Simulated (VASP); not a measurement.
Input of a VASP 6.6.1 run:

Contents of INCAR:

```
SYSTEM = AgCl
PREC = Accurate ; ENCUT = 520
EDIFF = 1E-8 ; ISMEAR = -1
SIGMA = 0.01 ; LREAL = .False.
LASPH = .True. ; NELM = 80
ALGO = Normal ; ISIF = 2
LWAVE = .False. ; LCHARG = .False.
GGA = PS ; LEFG = .True.
NBANDS = 16
```

KPOINTS

```
regular mesh
0
Gamma
  9 9 9
  0 0 0
```

The input POSCAR:

```
AgCl
1.0
    0.0000000000      2.7731500000      2.7731500000
    2.7731500000      0.0000000000      2.7731500000
    2.7731500000      2.7731500000      0.0000000000
Ag Cl
1 1
Direct
    0.5000000000      0.5000000000      0.5000000000
    0.0000000000      0.0000000000      0.0000000000
```

Potentials or basis: VASP PAW PBE potentials, release 64 (Ag, Cl).

Launch:

```bash
$ cat potpaw_PBE.64/Ag/POTCAR potpaw_PBE.64/Cl/POTCAR > POTCAR
$ mpirun -np 1 vasp_std > vasp.out
```

**Question.** What does it give for the band gap on the k mesh?

**Answer.** 0.78 eV (least direct gap 3.00 eV).

**Question.** Predict the pressure.

**Answer.** -2.7 GPa.

Caveat: semilocal functionals underestimate gaps, and a narrow one can read as zero; the PAW data sets were made with another functional, which shifts forces and pressure a little; an odd mesh through Γ misses points on the zone boundary, where band edges can lie. As with any semilocal functional, this PBEsol gap is likely too small.
